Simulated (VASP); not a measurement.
# Sn (Im-3m) in VASP: notebook

Runs on Sn. Level: PBEsol. Tasks: single point.

Everything below comes from runs of VASP 6.6.1. Logs are shortened: lines on timing, memory, paths and dates and some standing lists are left out, and cuts for length are marked.

**1. The cell of the first run**

The structure is cubic, space group Im-3m (No. 229). Conventional cell: a = 3.789 Å, b = 3.789 Å, c = 3.789 Å, α = 90.00°, β = 90.00°, γ = 90.00°. Within 4.3 Å of Sn (site symmetry m-3m) lie 14 Sn at 3.28 to 3.79 Å.

**2. Single point, PBEsol**

Input file INCAR:

```
SYSTEM = Sn
PREC = Accurate
ENCUT = 500
EDIFF = 1E-6
ISMEAR = -1
SIGMA = 0.1
LREAL = .False.
LASPH = .True.
NELM = 120
ALGO = Normal
ISIF = 2
LWAVE = .False.
LCHARG = .False.
GGA = PS
NBANDS = 13
GGA_COMPAT = .False.
```

Input file KPOINTS:

```
regular mesh
0
Gamma
  5 5 5
  0 0 0
```

Input file POSCAR:

```
Sn
1.0
   -1.8946520000      1.8946520000      1.8946520000
    1.8946520000     -1.8946520000      1.8946520000
    1.8946520000      1.8946520000     -1.8946520000
Sn
1
Direct
    0.0000000000      0.0000000000      0.0000000000
```

Potentials or basis: VASP PAW PBE potentials, release 64 (Sn_d).

Run with:

```
$ cat potpaw_PBE.64/Sn_d/POTCAR > POTCAR
$ mpirun -np 1 vasp_std > vasp.out
```

OUTCAR:

```text
SYSTEM = Sn
   PREC = Accurate
   ENCUT = 500
   EDIFF = 1E-6
   ISMEAR = -1
   LREAL = .False.
   LASPH = .True.
   NELM = 120
   ISIF = 2
   GGA = PS

 ion  position               nearest neighbor table
   1  0.000  0.000  0.000-

  LATTYP: Found a body centered cubic cell.
 ALAT       =     3.7893040000

  Lattice vectors:

 A1 = (  -1.8946520000,   1.8946520000,   1.8946520000)
 A2 = (   1.8946520000,  -1.8946520000,   1.8946520000)
 A3 = (   1.8946520000,   1.8946520000,  -1.8946520000)

Analysis of symmetry for initial positions (statically):
=====================================================================
 Subroutine PRICEL returns:
 Original cell was already a primitive cell.

 Routine SETGRP: Setting up the symmetry group for a
 body centered cubic supercell.

 Subroutine GETGRP returns: Found 48 space group operations
 (whereof 48 operations were pure point group operations)
 out of a pool of 48 trial point group operations.

The static configuration has the point symmetry O_h .

Analysis of symmetry for dynamics (positions and initial velocities):
=====================================================================
 Subroutine PRICEL returns:
 Original cell was already a primitive cell.

 Routine SETGRP: Setting up the symmetry group for a
 body centered cubic supercell.

 Subroutine GETGRP returns: Found 48 space group operations
 (whereof 48 operations were pure point group operations)
 out of a pool of 48 trial point group operations.

The dynamic configuration has the point symmetry O_h .

 Subroutine INISYM returns: Found 48 space group operations
 (whereof 48 operations are pure point group operations),
 and found     1 'primitive' translations

----------------------------------------------------------------------------------------

                                     Primitive cell

  volume of cell :      27.2050

  direct lattice vectors                    reciprocal lattice vectors
    -1.894652000  1.894652000  1.894652000     0.000000000  0.263900706  0.263900706
     1.894652000 -1.894652000  1.894652000     0.263900706  0.000000000  0.263900706
     1.894652000  1.894652000 -1.894652000     0.263900706  0.263900706  0.000000000

  length of vectors
     3.281633527  3.281633527  3.281633527     0.373211957  0.373211957  0.373211957

  position of ions in fractional coordinates (direct lattice)
     0.000000000  0.000000000  0.000000000

  ion indices of the primitive-cell ions
   primitive index   ion index
                 1           1

----------------------------------------------------------------------------------------

 KPOINTS: regular mesh

Automatic generation of k-mesh.
 Grid dimensions read from file:
 generate k-points for:    5    5    5

 Generating k-lattice:

  Cartesian coordinates                     Fractional coordinates (reciprocal lattice)
     0.000000000  0.052780141  0.052780141     0.200000000  0.000000000  0.000000000
     0.052780141  0.000000000  0.052780141     0.000000000  0.200000000  0.000000000
     0.052780141  0.052780141  0.000000000     0.000000000  0.000000000  0.200000000

  Length of vectors
     0.074642391  0.074642391  0.074642391

  Shift w.r.t. Gamma in fractional coordinates (k-lattice)
     0.000000000  0.000000000  0.000000000

 Subroutine IBZKPT returns following result:
 ===========================================

 Found     10 irreducible k-points:

 Following reciprocal coordinates:
            Coordinates               Weight
  0.000000  0.000000  0.000000      1.000000
  0.200000  0.000000  0.000000     12.000000
  0.400000  0.000000  0.000000     12.000000
  0.200000  0.200000  0.000000     24.000000
  0.400000  0.200000  0.000000     24.000000
  0.200000  0.200000  0.200000      8.000000
 -0.200000  0.200000  0.200000      6.000000
 -0.400000  0.400000  0.200000     24.000000
 -0.400000 -0.400000  0.200000      8.000000
 -0.400000  0.400000  0.400000      6.000000
   k-points           NKPTS =     10   k-points in BZ     NKDIM =     10   number of bands    NBANDS=     13
   number of dos      NEDOS =    301   number of ions     NIONS =      1
   total plane-waves  NPLWV =  13824
   dimension x,y,z NGX =    24 NGY =   24 NGZ =   24
   dimension x,y,z NGXF=    48 NGYF=   48 NGZF=   48
   ions per type =               1
   NGX,Y,Z   is equivalent  to a cutoff of  12.16, 12.16, 12.16 a.u.
   NGXF,Y,Z  is equivalent  to a cutoff of  24.32, 24.32, 24.32 a.u.
 SYSTEM =  Sn
   PREC   = accura    normal or accurate (medium, high low for compatibility)
   ISTART =      0    job   : 0-new  1-cont  2-samecut
   ICHARG =      2    charge: 1-file 2-atom 10-const
   ISPIN  =      1    spin polarized calculation?
   LNONCOLLINEAR =      F non collinear calculations
   LSORBIT =      F    spin-orbit coupling
   LASPH  =      T    aspherical Exc in radial PAW
   ENCUT  =  500.0 eV  36.75 Ry    6.06 a.u.   5.98  5.98  5.98*2*pi/ulx,y,z
   NELM   =    120;   NELMIN=  2; NELMDL= -5     # of ELM steps
   EDIFF  = 0.1E-05   stopping-criterion for ELM
   LREAL  =      F    real-space projection
   EDIFFG = 0.1E-04   stopping-criterion for IOM
   NSW    =      0    number of steps for IOM
   IBRION =     -1    ionic relax: 0-MD 1-quasi-New 2-CG
   NFREE  =      0    steps in history (QN), initial steepest desc. (CG)
   ISIF   =      2    stress and relaxation
   ISYM   =      2    0-nonsym 1-usesym 2-fastsym
   POTIM  = 0.5000    time-step for ionic-motion
   TEBEG  =    0.0;   TEEND  =   0.0 temperature during run
   PSTRESS=    0.0 pullay stress
   NELECT =      14.0000    total number of electrons
   NUPDOWN=      -1.0000    fix difference up-down
   EMIN   =  10.00;   EMAX   =-10.00  energy-range for DOS
   EFERMI =   0.00;   METHOD = LEGACY
   ISMEAR =    -1;   SIGMA  =   0.10  broadening in eV -4-tet -1-fermi 0-gaus
   EFERMI_NEDOS =   21; number of points for ismear=-14 and -15
   IALGO  =     38    algorithm
   IMIX   =      4    mixing-type and parameters
     AMIX     =   0.40;   BMIX     =  1.00
     AMIX_MAG =   1.60;   BMIX_MAG =  1.00
  volume/ion in A,a.u.               =      27.20       183.59
  Fermi-wavevector in a.u.,A,eV,Ry     =   1.311902  2.479135 23.416808  1.721087
  Thomas-Fermi vector in A             =   2.442331
   LORBIT       =      0    0 simple, 1 ext, 2 COOP (PROOUT), +10 PAW based schemes
   GGA     = PS    functional components
   LHFCALC =     F    Hartree Fock is set to
   AEXX    =    0.0000 exact exchange contribution
   IVDW    =     0    specifies the selected vdW correction
   LEPSILON=     F    determine dielectric tensor
   LRPA    =     F    only Hartree local field effects (RPA)
 non-spin polarized calculation
  energy-cutoff  :      500.00
  volume of cell :       27.20
 maximum number of plane-waves:       700
   NGX = 11   NGY = 11   NGZ = 11

 number of electron      13.9999996 magnetization

 Free energy of the ion-electron system (eV)
  ---------------------------------------------------
  ext. energy  EPLUGINS =         0.00000000
  ---------------------------------------------------
  free energy    TOTEN  =        -4.03835995 eV

  energy without entropy =       -3.95648062  energy(sigma->0) =       -3.99742029

 E-fermi :   7.9208     XC(G=0): -10.4945

 val. band max:        7.8098005116   @ k =   0.2000   0.2000   0.0000
 cond. band min:       7.9219236910   @ k =   0.2000   0.2000   0.2000
 fundamental gap:      0.1121231794
 Fermi energy:         7.9208269140

 k-point     1 :       0.0000    0.0000    0.0000
  band No.  band energies     occupation
      1     -13.4822      2.00000
      2     -13.4822      2.00000
      3     -13.4822      2.00000
      4     -13.3421      2.00000
      5     -13.3421      2.00000
      6      -3.1648      2.00000
      7      15.8730      0.00000
      8      15.8730      0.00000
      9      15.8730      0.00000
     10      20.0395      0.00000
     11      20.0395      0.00000
     12      20.0395      0.00000
     13      20.6732      0.00000

 k-point     2 :       0.2000    0.0000    0.0000
  band No.  band energies     occupation
      1     -13.4981      2.00000
      2     -13.4624      2.00000
      3     -13.4059      2.00000
      4     -13.3572      2.00000
      5     -13.3442      2.00000
      6      -2.2920      2.00000
      7      11.0043      0.00000
      8      13.7237      0.00000
      9      14.8592      0.00000
     10      17.2739      0.00000
     11      17.6480      0.00000
     12      19.8785      0.00000
     13      21.8960      0.00000

 k-point     3 :       0.4000    0.0000    0.0000
  band No.  band energies     occupation
      1     -13.5240      2.00000
      2     -13.4615      2.00000
      3     -13.3544      2.00000
      4     -13.3475      2.00000
      5     -13.2795      2.00000
      6       0.2697      2.00000
      7       5.1637      2.00000
      8      11.7863      0.00000
      9      13.5405      0.00000
     10      16.0221      0.00000
     11      16.3480      0.00000
     12      22.0286      0.00000
     13      23.3714      0.00000

 k-point     4 :       0.2000    0.2000    0.0000
  band No.  band energies     occupation
      1     -13.4971      2.00000
      2     -13.4491      2.00000
      3     -13.3661      2.00000
      4     -13.3540      2.00000
      5     -13.3206      2.00000
      6      -0.5611      2.00000
      7       7.8098      1.50436
      8       9.5351      0.00000
      9      12.9271      0.00000
     10      17.9308      0.00000
     11      18.4679      0.00000
     12      21.6163      0.00000
     13      23.0755      0.00000

 k-point     5 :       0.4000    0.2000    0.0000
  band No.  band energies     occupation
      1     -13.5024      2.00000
      2     -13.4325      2.00000
      3     -13.3636      2.00000
      4     -13.3494      2.00000
      5     -13.2902      2.00000
      6       2.0071      2.00000
      7       4.2186      2.00000
      8       8.0153      0.55975
      9      12.1814      0.00000
     10      17.5391      0.00000
     11      20.6340      0.00000
     12      21.6752      0.00000
     13      21.8262      0.00000

 k-point     6 :       0.2000    0.2000    0.2000
  band No.  band energies     occupation
      1     -13.4546      2.00000
      2     -13.4546      2.00000
      3     -13.3484      2.00000
      4     -13.3484      2.00000
      5     -13.3390      2.00000
      6       1.7613      2.00000
      7       5.8396      2.00000
      8       7.9219      0.99452
      9       7.9219      0.99452
     10      23.6250      0.00000
     11      23.6250      0.00000
     12      24.6740      0.00000
     13      24.9024      0.00000

 k-point     7 :      -0.2000    0.2000    0.2000
  band No.  band energies     occupation
      1     -13.4266      2.00000
      2     -13.4266      2.00000
      3     -13.4114      2.00000
      4     -13.3961      2.00000
      5     -13.3545      2.00000
      6      -1.4225      2.00000
      7      11.1703      0.00000
      8      11.5818      0.00000
      9      11.5818      0.00000
     10      14.9531      0.00000
     11      20.6762      0.00000
     12      20.6762      0.00000
     13      21.7264      0.00000

 k-point     8 :      -0.4000    0.4000    0.2000
  band No.  band energies     occupation
      1     -13.4442      2.00000
      2     -13.4403      2.00000
      3     -13.3962      2.00000
      4     -13.3611      2.00000
      5     -13.2875      2.00000
      6       1.1034      2.00000
      7       5.9792      2.00000
      8       9.7500      0.00000
      9      11.1725      0.00000
     10      15.5575      0.00000
     11      19.5069      0.00000
     12      19.7228      0.00000
     13      20.6248      0.00000

 k-point     9 :      -0.4000   -0.4000    0.2000
  band No.  band energies     occupation
      1     -13.4426      2.00000
      2     -13.4426      2.00000
      3     -13.4148      2.00000
      4     -13.2966      2.00000
      5     -13.2966      2.00000
      6       3.1622      2.00000
      7       5.9288      2.00000
      8       5.9288      2.00000
      9      12.2825      0.00000
     10      15.5825      0.00000
     11      15.5825      0.00000
     12      19.3538      0.00000
     13      26.5137      0.00000

 k-point    10 :      -0.4000    0.4000    0.4000
  band No.  band energies     occupation
      1     -13.4869      2.00000
      2     -13.4717      2.00000
      3     -13.3038      2.00000
      4     -13.3038      2.00000
      5     -13.2977      2.00000
      6       3.4721      2.00000
      7       7.9368      0.92048
      8       7.9368      0.92048
      9       7.9374      0.91725
     10      12.1074      0.00000
     11      14.3701      0.00000
     12      24.8769      0.00000
     13      26.0472      0.00000

------------------------ aborting loop because EDIFF is reached ----------------------------------------

  FORCE on cell =-STRESS in cart. coord.  units (eV):
  Direction    XX          YY          ZZ          XY          YZ          ZX
  --------------------------------------------------------------------------------------
  -------------------------------------------------------------------------------------
  Total        0.0949399      0.0949399      0.0949399      0.0000000     -0.0000000     -0.0000000
  in kB        5.5912785      5.5912785      5.5912785      0.0000000     -0.0000000     -0.0000000
  external PRESSURE =       5.5912785 kB  Pullay stress =       0.0000000 kB

 VOLUME and BASIS-vectors are now :
 -----------------------------------------------------------------------------
  energy-cutoff  :      500.00
  volume of cell :       27.20
      direct lattice vectors                 reciprocal lattice vectors
    -1.894652000  1.894652000  1.894652000     0.000000000  0.263900706  0.263900706
     1.894652000 -1.894652000  1.894652000     0.263900706  0.000000000  0.263900706
     1.894652000  1.894652000 -1.894652000     0.263900706  0.263900706  0.000000000

 POSITION                                       TOTAL-FORCE (eV/Angst)
 -----------------------------------------------------------------------------------
      0.00000      0.00000      0.00000        -0.000000      0.000000     -0.000000
 -----------------------------------------------------------------------------------
    total drift:                               -0.000000      0.000000      0.000000

  FREE ENERGIE OF THE ION-ELECTRON SYSTEM (eV)
  ---------------------------------------------------
  free  energy   TOTEN  =        -4.0383599511 eV

  energy  without entropy=       -3.9564806194  energy(sigma->0) =       -3.99742029
```

Wall time 3.4 s (1 thread of Intel Xeon Platinum 8488C (Sapphire Rapids), shared host); peak memory 0.13 GiB.

Results:

- Free energy: -4.0384 eV
- Pressure: 0.6 GPa
- Band gap on the k mesh: zero (band 7 reaches 15.87 eV, above the bottom of band 8 at 5.93 eV)

Levels at points of the mesh, in eV from the Fermi level:
| k point | band 5 | band 6 | band 7 | band 8 | band 9 | band 10 |
| --- | --- | --- | --- | --- | --- | --- |
| (0.00, 0.00, 0.00) | -21.26 | -11.09 | 7.95 | 7.95 | 7.95 | 12.12 |

Caveat: the k points lie up to 0.47 Å⁻¹ apart; the PAW data sets were made with another functional, which shifts forces and pressure a little; spin-orbit coupling is left out, which moves the levels of the heavy elements.

**3. Single point, PBEsol, non-collinear spin, zero start, spin-orbit coupling**

Input file INCAR:

```
ALGO     = Normal         # electronic algorithm
EDIFF    = 1E-6           # SCF threshold, eV
ENCUT    = 500            # plane-wave cutoff, eV
GGA      = PS             # functional
GGA_COMPAT= False        
ISIF     = 2              # what is computed and relaxed
ISMEAR   = -1             # smearing method
LASPH    = True           # aspherical terms in the spheres
LCHARG   = False          # write CHGCAR
LNONCOLLINEAR= True           # non-collinear magnetism
LORBIT   = 11             # projections on sites
LORBMOM  = True         
LREAL    = False          # projectors in reciprocal space
LSORBIT  = True           # spin-orbit coupling
LWAVE    = False          # write WAVECAR
MAGMOM   = 0 0 0          # initial moments
NBANDS   = 25             # bands
NELM     = 200            # most SCF steps
PREC     = Accurate       # precision mode
SIGMA    = 0.1            # smearing width, eV
```

Input file KPOINTS:

```
k-points
0
Gamma
  5 5 5
```

POSCAR is that of step 2.

Potentials or basis: VASP PAW PBE potentials, release 64 (Sn_d).

Run with:

```
$ cat potpaw_PBE.64/Sn_d/POTCAR > POTCAR
$ mpirun -np 1 vasp_ncl > vasp.out
```

Run time: 12 s. Hardware: 1 thread of Intel Xeon Platinum 8488C (Sapphire Rapids), shared host; peak memory 0.19 GiB.

The run converged. Its results:

```yaml
Free_energy: -4.1108 eV
Pressure: 0.6 GPa
Net_moment: 0.00 μB per cell
Valence_electrons_inside_the_program's_atomic_spheres: Sn 12.16
```

Moments on the atoms (μB; x, y, z):
```
Sn  0.00 0.00 0.00
```

Caveat: the k points lie up to 0.47 Å⁻¹ apart; the PAW data sets were made with another functional, which shifts forces and pressure a little.
